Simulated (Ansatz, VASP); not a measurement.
## Si in VASP and in Ansatz

```
CELL_PARAMETERS angstrom
2.63790 0.00000 0.00000
-1.31895 2.28449 0.00000
0.00000 0.00000 2.48269
ATOMIC_POSITIONS crystal
Si 0.00000 0.00000 0.00000
```

Change from the starting cell: volume scaled by 1.02.

Alike in both runs: task single point; functional PBEsol; k mesh 12 × 12 × 11; occupations fermi-dirac, width 0.05 eV; no spin polarisation.

|  | VASP | Ansatz |
| --- | --- | --- |
| version | VASP 6.6.1 | Ansatz 0.2.0 |
| potentials or method | VASP PAW PBE potentials, release 64 (Si), cutoff 520 eV | all-electron LAPW, scalar-relativistic |

|  | VASP | Ansatz | Ansatz less VASP |
| --- | --- | --- | --- |
| gap on the k mesh at the Fermi level (eV) | none | none | - |
| pressure (GPa) | -1.6 | -1.7 | -0.14 |
| traceless stress, the component that is largest in VASP (GPa) | 2.73 | 2.66 | -0.068 |

VASP's potentials were made for PBE, not for PBEsol. A gap of «none» marks a metal or a gap that the smearing closes. Ansatz ran all-electron here, and VASP with PAW potentials.
